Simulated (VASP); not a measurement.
# Ta (I4/mmm) in VASP: a series of runs

The runs below take Ta through electric field gradients, with PBE.

Program: VASP 6.6.1. These are calculated values, not measurements. Logs are shortened: lines on timing, memory, paths and dates and some standing lists are left out, and cuts for length are marked.

## 1. The cell of the first run

It takes space group I4/mmm (No. 139, tetragonal). The conventional cell has a = 3.303 Å, b = 3.303 Å, c = 3.369 Å, α = 90.00°, β = 90.00°, γ = 90.00°. Within 3.8 Å of Ta (site symmetry 4/mmm) lie 14 Ta at 2.88 to 3.37 Å.

## 2. Electric field gradients, PBE (zz strain of +2 %)

INCAR

```
PREC = Accurate ; ENCUT = 400
EDIFF = 1E-8 ; ISMEAR = -1
SIGMA = 0.08 ; LREAL = F
LASPH = T ; NELM = 120
ALGO = Normal ; ISIF = 2
LWAVE = F ; LCHARG = F
GGA = PE ; LEFG = T
NBANDS = 12 ; GGA_COMPAT = F
```

KPOINTS

```
regular mesh
0
Gamma
  17 17 17
```

POSCAR

```
Ta
1.0
   -1.6512800000      1.6512800000      1.6843056000
    1.6512800000     -1.6512800000      1.6843056000
    1.6512800000      1.6512800000     -1.6843056000
Ta
1
Direct
    0.0000000000      0.0000000000      0.0000000000
```

Potentials or basis: VASP PAW PBE potentials, release 64 (Ta_pv).

On the command line:

```bash
> cat potpaw_PBE.64/Ta_pv/POTCAR > POTCAR
> mpirun -np 1 vasp_std > vasp.out
```

OUTCAR:

```text
PREC = Accurate
   ENCUT = 400
   EDIFF = 1E-8
   ISMEAR = -1
   LREAL = F
   LASPH = T
   NELM = 120
   ISIF = 2
   GGA = PE

 ion  position               nearest neighbor table
   1  0.000  0.000  0.000-

  LATTYP: Found a body centered tetragonal cell.
 ALAT       =     3.3025600000
 C/A-ratio  =     1.0200000000

  Lattice vectors:

 A1 = (  -1.6512800000,   1.6512800000,   1.6843056000)
 A2 = (   1.6512800000,  -1.6512800000,   1.6843056000)
 A3 = (   1.6512800000,   1.6512800000,  -1.6843056000)

Analysis of symmetry for initial positions (statically):
=====================================================================
 Subroutine PRICEL returns:
 Original cell was already a primitive cell.

 Routine SETGRP: Setting up the symmetry group for a
 body centered tetragonal supercell.

 Subroutine GETGRP returns: Found 16 space group operations
 (whereof 16 operations were pure point group operations)
 out of a pool of 16 trial point group operations.

The static configuration has the point symmetry D_4h.

Analysis of symmetry for dynamics (positions and initial velocities):
=====================================================================
 Subroutine PRICEL returns:
 Original cell was already a primitive cell.

 Routine SETGRP: Setting up the symmetry group for a
 body centered tetragonal supercell.

 Subroutine GETGRP returns: Found 16 space group operations
 (whereof 16 operations were pure point group operations)
 out of a pool of 16 trial point group operations.

The dynamic configuration has the point symmetry D_4h.

 Subroutine INISYM returns: Found 16 space group operations
 (whereof 16 operations are pure point group operations),
 and found     1 'primitive' translations

----------------------------------------------------------------------------------------

                                     Primitive cell

  volume of cell :      18.3706

  direct lattice vectors                    reciprocal lattice vectors
    -1.651280000  1.651280000  1.684305600     0.000000000  0.302795407  0.296858242
     1.651280000 -1.651280000  1.684305600     0.302795407  0.000000000  0.296858242
     1.651280000  1.651280000 -1.684305600     0.302795407  0.302795407  0.000000000

  length of vectors
     2.879294468  2.879294468  2.879294468     0.424039945  0.424039945  0.428217371

  position of ions in fractional coordinates (direct lattice)
     0.000000000  0.000000000  0.000000000

  ion indices of the primitive-cell ions
   primitive index   ion index
                 1           1

----------------------------------------------------------------------------------------

 KPOINTS: regular mesh

Automatic generation of k-mesh.
 Grid dimensions read from file:
 generate k-points for:   17   17   17

 Generating k-lattice:

  Cartesian coordinates                     Fractional coordinates (reciprocal lattice)
     0.000000000  0.017811495  0.017462250     0.058823529  0.000000000 -0.000000000
     0.017811495  0.000000000  0.017462250     0.000000000  0.058823529 -0.000000000
     0.017811495  0.017811495  0.000000000     0.000000000  0.000000000  0.058823529

  Length of vectors
     0.024943526  0.024943526  0.025189257

  Shift w.r.t. Gamma in fractional coordinates (k-lattice)
     0.000000000  0.000000000  0.000000000

 Subroutine IBZKPT returns following result:
 ===========================================

 Found    405 irreducible k-points:

 Following reciprocal coordinates:
            Coordinates               Weight
  0.000000  0.000000  0.000000      1.000000
  0.058824  0.000000 -0.000000      8.000000
  0.117647  0.000000 -0.000000      8.000000
  0.176471  0.000000 -0.000000      8.000000
  0.235294  0.000000 -0.000000      8.000000
  0.294118  0.000000 -0.000000      8.000000
[... 16 lines left out ...]
 -0.176471  0.058824  0.000000     16.000000
 -0.117647  0.058824  0.000000     16.000000
 [... further k-points ...]
   k-points           NKPTS =    405   k-points in BZ     NKDIM =    405   number of bands    NBANDS=     12
   number of dos      NEDOS =    301   number of ions     NIONS =      1
   total plane-waves  NPLWV =   8000
   dimension x,y,z NGX =    20 NGY =   20 NGZ =   20
   dimension x,y,z NGXF=    40 NGYF=   40 NGZF=   40
   ions per type =               1
   NGX,Y,Z   is equivalent  to a cutoff of  11.55, 11.55, 11.55 a.u.
   NGXF,Y,Z  is equivalent  to a cutoff of  23.10, 23.10, 23.10 a.u.
 SYSTEM =  unknown system
   PREC   = accura    normal or accurate (medium, high low for compatibility)
   ISTART =      0    job   : 0-new  1-cont  2-samecut
   ICHARG =      2    charge: 1-file 2-atom 10-const
   ISPIN  =      1    spin polarized calculation?
   LNONCOLLINEAR =      F non collinear calculations
   LSORBIT =      F    spin-orbit coupling
   LASPH  =      T    aspherical Exc in radial PAW
   ENCUT  =  400.0 eV  29.40 Ry    5.42 a.u.   4.70  4.70  4.70*2*pi/ulx,y,z
   NELM   =    120;   NELMIN=  2; NELMDL= -5     # of ELM steps
   EDIFF  = 0.1E-07   stopping-criterion for ELM
   LREAL  =      F    real-space projection
   EDIFFG = 0.1E-06   stopping-criterion for IOM
   NSW    =      0    number of steps for IOM
   IBRION =     -1    ionic relax: 0-MD 1-quasi-New 2-CG
   NFREE  =      0    steps in history (QN), initial steepest desc. (CG)
   ISIF   =      2    stress and relaxation
   ISYM   =      2    0-nonsym 1-usesym 2-fastsym
   POTIM  = 0.5000    time-step for ionic-motion
   TEBEG  =    0.0;   TEEND  =   0.0 temperature during run
   PSTRESS=    0.0 pullay stress
   NELECT =      11.0000    total number of electrons
   NUPDOWN=      -1.0000    fix difference up-down
   EMIN   =  10.00;   EMAX   =-10.00  energy-range for DOS
   EFERMI =   0.00;   METHOD = LEGACY
   ISMEAR =    -1;   SIGMA  =   0.08  broadening in eV -4-tet -1-fermi 0-gaus
   EFERMI_NEDOS =   21; number of points for ismear=-14 and -15
   IALGO  =     38    algorithm
   IMIX   =      4    mixing-type and parameters
     AMIX     =   0.40;   BMIX     =  1.00
     AMIX_MAG =   1.60;   BMIX_MAG =  1.00
  volume/ion in A,a.u.               =      18.37       123.97
  Fermi-wavevector in a.u.,A,eV,Ry     =   1.379849  2.607537 25.905271  1.903984
  Thomas-Fermi vector in A             =   2.504781
   LORBIT       =      0    0 simple, 1 ext, 2 COOP (PROOUT), +10 PAW based schemes
   GGA     = PE    functional components
   LHFCALC =     F    Hartree Fock is set to
   AEXX    =    0.0000 exact exchange contribution
   IVDW    =     0    specifies the selected vdW correction
   LEPSILON=     F    determine dielectric tensor
   LRPA    =     F    only Hartree local field effects (RPA)
 non-spin polarized calculation
  energy-cutoff  :      400.00
  volume of cell :       18.37
 maximum number of plane-waves:       358
   NGX =  9   NGY =  9   NGZ =  9

 number of electron      11.0000000 magnetization

 Free energy of the ion-electron system (eV)
  ---------------------------------------------------
  ext. energy  EPLUGINS =         0.00000000
  ---------------------------------------------------
  free energy    TOTEN  =       -11.82539346 eV

  energy without entropy =      -11.79736501  energy(sigma->0) =      -11.81137923

 E-fermi :   5.3374     XC(G=0): -12.5176

 val. band max:        5.3357122308   @ k =   0.4706   0.1765  -0.0000
 cond. band min:       5.3411831052   @ k =  -0.1765   0.4118   0.1765
 fundamental gap:      0.0054708744
 Fermi energy:         5.3374153998

 k-point     1 :       0.0000    0.0000    0.0000
  band No.  band energies     occupation
      1     -27.8239      2.00000
      2     -27.8204      2.00000
      3     -27.8204      2.00000
      4      -2.5127      2.00000
      5       5.9854      0.00061
      6       5.9854      0.00061
      7       6.2270      0.00003
      8       9.0959      0.00000
      9       9.4275      0.00000
     10      19.9607      0.00000
     11      20.0150      0.00000
     12      20.3671      0.00000

 k-point     2 :       0.0588    0.0000   -0.0000
  band No.  band energies     occupation
      1     -27.8625      2.00000
      2     -27.8326      2.00000
      3     -27.8221      2.00000
      4      -2.3624      2.00000
      5       5.9604      0.00083
      6       5.9638      0.00079
      7       6.2992      0.00001
      8       8.9705      0.00000
      9       9.3911      0.00000
     10      19.9603      0.00000
     11      20.2464      0.00000
     12      20.6298      0.00000
[... 316 lines left out ...]
 k-point    24 :      -0.1176    0.0588    0.0000
  band No.  band energies     occupation
      1     -27.9406      2.00000
      2     -27.8477      2.00000
      3     -27.8320      2.00000
      4      -2.0637      2.00000
      5       5.7619      0.00987
      6       5.9611      0.00082
      7       6.5173      0.00000
      8       8.8641      0.00000
      9       9.2735      0.00000
     10      19.9597      0.00000
     11      20.5805      0.00000
     12      21.0637      0.00000

 [... further k-points ...]
[... 5 lines left out ...]
  --------------------------------------------------------------------------------------
  -------------------------------------------------------------------------------------
  Total       -0.0108438     -0.0108438     -0.2305889      0.0000000     -0.0000000      0.0000000
  in kB       -0.9457372     -0.9457372    -20.1106787      0.0000000     -0.0000000      0.0000000
  external PRESSURE =      -7.3340510 kB  Pullay stress =       0.0000000 kB

 VOLUME and BASIS-vectors are now :
 -----------------------------------------------------------------------------
  energy-cutoff  :      400.00
  volume of cell :       18.37
      direct lattice vectors                 reciprocal lattice vectors
    -1.651280000  1.651280000  1.684305600     0.000000000  0.302795407  0.296858242
     1.651280000 -1.651280000  1.684305600     0.302795407  0.000000000  0.296858242
     1.651280000  1.651280000 -1.684305600     0.302795407  0.302795407  0.000000000

 POSITION                                       TOTAL-FORCE (eV/Angst)
 -----------------------------------------------------------------------------------
      0.00000      0.00000      0.00000         0.000000     -0.000000      0.000000
 -----------------------------------------------------------------------------------
    total drift:                                0.000000     -0.000000     -0.000000

  FREE ENERGIE OF THE ION-ELECTRON SYSTEM (eV)
  ---------------------------------------------------
  free  energy   TOTEN  =       -11.8253934622 eV

  energy  without entropy=      -11.7973650074  energy(sigma->0) =      -11.81137923

 Electric field gradients (V/A^2)
---------------------------------------------------------------------
 ion       V_xx      V_yy      V_zz      V_xy      V_xz      V_yz
---------------------------------------------------------------------
   1      -6.562    -6.562    13.125    -0.001    -0.001    -0.001
---------------------------------------------------------------------

 Electric field gradients after diagonalization (V/A^2)
 (convention: |V_zz| > |V_xx| > |V_yy|)
----------------------------------------------------------------------
 ion       V_xx      V_yy      V_zz     asymmetry (V_yy - V_xx)/ V_zz
----------------------------------------------------------------------
   1      -6.563    -6.562    13.125       0.000
----------------------------------------------------------------------

           NMR quadrupolar parameters

 Cq : quadrupolar parameter    Cq=e*Q*V_zz/h
 eta: asymmetry parameters     (V_yy - V_xx)/ V_zz
 Q  : nuclear electric quadrupole moment in mb (millibarn)
----------------------------------------------------------------------
 ion       Cq(MHz)       eta       Q (mb)
----------------------------------------------------------------------
   1       0.032       0.000       1.000
----------------------------------------------------------------------
```

Wall time 37 s (1 thread of Intel Xeon 6975P-C, shared host); peak memory 0.18 GiB.

What came out:

| Quantity | Value |
| --- | --- |
| Free energy | -11.8254 eV |
| Pressure | -0.7 GPa |

Electric field gradients, principal values (V/Å²):
```
atom   least  middle  greatest (by size)
1 Ta  -6.562  -6.563              13.125
```

Caveat: the cell differs from its parent crystal (zz strain of +2 %); without QUAD_EFG the Cq values of the log hold for a quadrupole moment of 1 mb, not for the nuclei; spin-orbit coupling is left out, which moves the levels of the heavy elements.

## 3. Electric field gradients, PBE (zz strain of +2 %)

INCAR

```
SYSTEM = Ta
ALGO = Normal
EDIFF = 1E-8
ENCUT = 400
GGA = PE
GGA_COMPAT = .False.
ISIF = 2
ISMEAR = -1
LASPH = .True.
LCHARG = .False.
LEFG = .True.
LREAL = .False.
LWAVE = .False.
NBANDS = 12
NELM = 120
PREC = Accurate
SIGMA = 0.08
```

KPOINTS

```
k-points
0
Gamma
  17 17 17
  0 0 0
```

POSCAR is that of step 2.

Potentials or basis: VASP PAW PBE potentials, release 64 (Ta_pv).

On the command line:

```bash
> cat potpaw_PBE.64/Ta_pv/POTCAR > POTCAR
> mpirun -np 1 vasp_std > vasp.out
```

OUTCAR:

```text
SYSTEM = Ta
   EDIFF = 1E-8
   ENCUT = 400
   GGA = PE
   ISIF = 2
   ISMEAR = -1
   LASPH = .True.
   LREAL = .False.
   NELM = 120
   PREC = Accurate

 ion  position               nearest neighbor table
   1  0.000  0.000  0.000-

  LATTYP: Found a body centered tetragonal cell.
 ALAT       =     3.3025600000
 C/A-ratio  =     1.0200000000

  Lattice vectors:

 A1 = (  -1.6512800000,   1.6512800000,   1.6843056000)
 A2 = (   1.6512800000,  -1.6512800000,   1.6843056000)
 A3 = (   1.6512800000,   1.6512800000,  -1.6843056000)

Analysis of symmetry for initial positions (statically):
[... 562 lines left out ...]
    total drift:                                0.000000     -0.000000     -0.000000

  FREE ENERGIE OF THE ION-ELECTRON SYSTEM (eV)
  ---------------------------------------------------
  free  energy   TOTEN  =       -11.8253934622 eV

  energy  without entropy=      -11.7973650074  energy(sigma->0) =      -11.81137923

 Electric field gradients (V/A^2)
---------------------------------------------------------------------
 ion       V_xx      V_yy      V_zz      V_xy      V_xz      V_yz
---------------------------------------------------------------------
   1      -6.562    -6.562    13.125    -0.001    -0.001    -0.001
---------------------------------------------------------------------

 Electric field gradients after diagonalization (V/A^2)
 (convention: |V_zz| > |V_xx| > |V_yy|)
----------------------------------------------------------------------
 ion       V_xx      V_yy      V_zz     asymmetry (V_yy - V_xx)/ V_zz
----------------------------------------------------------------------
   1      -6.563    -6.562    13.125       0.000
----------------------------------------------------------------------

           NMR quadrupolar parameters

 Cq : quadrupolar parameter    Cq=e*Q*V_zz/h
 eta: asymmetry parameters     (V_yy - V_xx)/ V_zz
 Q  : nuclear electric quadrupole moment in mb (millibarn)
----------------------------------------------------------------------
 ion       Cq(MHz)       eta       Q (mb)
----------------------------------------------------------------------
   1       0.032       0.000       1.000
----------------------------------------------------------------------
```

OSZICAR:

```text
N       E                     dE             d eps       ncg     rms          rms(c)
DAV:   1     0.513895237852E+02    0.51390E+02   -0.52958E+03  9792   0.716E+02
DAV:   2    -0.114756678450E+02   -0.62865E+02   -0.61322E+02 10836   0.216E+02
DAV:   3    -0.122986236013E+02   -0.82296E+00   -0.81852E+00 11520   0.243E+01
DAV:   4    -0.123007577710E+02   -0.21342E-02   -0.21340E-02 10844   0.135E+00
DAV:   5    -0.123007657825E+02   -0.80115E-05   -0.80115E-05 11620   0.754E-02    0.131E+01
DAV:   6    -0.119342939409E+02    0.36647E+00   -0.29699E-01 11528   0.588E+00    0.631E+00
DAV:   7    -0.118261993114E+02    0.10809E+00   -0.26128E-01 11264   0.511E+00    0.383E-01
DAV:   8    -0.118254191416E+02    0.78017E-03   -0.81700E-03 10696   0.717E-01    0.125E-01
DAV:   9    -0.118254005219E+02    0.18620E-04   -0.12341E-04 11368   0.115E-01    0.265E-02
DAV:  10    -0.118253933483E+02    0.71736E-05   -0.35411E-06 10924   0.204E-02    0.300E-03
DAV:  11    -0.118253935866E+02   -0.23827E-06   -0.22146E-07 10920   0.516E-03    0.578E-04
DAV:  12    -0.118253934388E+02    0.14777E-06   -0.64748E-09  7464   0.947E-04    0.551E-05
DAV:  13    -0.118253934636E+02   -0.24812E-07   -0.28239E-10  5744   0.198E-04    0.171E-05
DAV:  14    -0.118253934622E+02    0.14011E-08   -0.81628E-11  5224   0.103E-04
   1 F= -.11825393E+02 E0= -.11811379E+02  d E =-.280285E-01
```

stdout:

```text
POSCAR found type information on POSCAR Ta
 POSCAR found :  1 types and       1 ions
 scaLAPACK will be used
 LDA part: xc-table for (Slater+PW92), standard interpolation
 POSCAR, INCAR and KPOINTS ok, starting setup
 FFT: planning ... GRIDC
 FFT: planning ... GRID_SOFT
 FFT: planning ... GRID
 WAVECAR not read
 entering main loop
ion   1
```

Wall time 35 s (1 thread of Intel Xeon 6975P-C, shared host); peak memory 0.17 GiB.

Results:

```
Free energy : -11.8254 eV
Pressure    : -0.7 GPa
```

Electric field gradients, principal values (V/Å²):
```tsv
atom	least	middle	greatest (by size)
1 Ta	-6.562	-6.563	13.125
```

Caveat: the cell differs from its parent crystal (zz strain of +2 %); without QUAD_EFG the Cq values of the log hold for a quadrupole moment of 1 mb, not for the nuclei; spin-orbit coupling is left out, which moves the levels of the heavy elements.
